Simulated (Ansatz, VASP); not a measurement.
# One calculation of Hg, two programs

```xyz
2
Lattice="3.3522 0.0000 0.0000 -1.6761 2.9031 0.0000 0.0000 0.0000 5.6033" Properties=species:S:1:pos:R:3 pbc="T T T"
Hg    1.6761    0.9677    4.2025
Hg    0.0000    1.9354    1.4008
```

Alike in both runs: task single point; functional PBE; dispersion D3(BJ); k mesh 15 × 15 × 8; occupations gaussian, width 0.15 eV; no spin polarisation.

```csv
,VASP,Ansatz
version,VASP 6.6.1,Ansatz 0.2.0
potentials or method,"VASP PAW PBE potentials, release 64 (Hg), cutoff 520 eV","scalar-relativistic, plane waves, PAW"
valence electrons in the cell,24,40
```

```tsv
	VASP	Ansatz	Ansatz less VASP
gap on the k mesh at the Fermi level (eV)	none	none	-
pressure (GPa)	-0.7	-0.8	-0.14
traceless stress, the component that is largest in VASP (GPa)	-0.53	-0.51	+0.018
```

A gap of «none» marks a metal or a gap that the smearing closes. VASP's potentials hold 24 valence electrons a cell and Ansatz's 40, so a difference there can come from the potentials and not from the codes.

Spin-orbit coupling is off throughout.
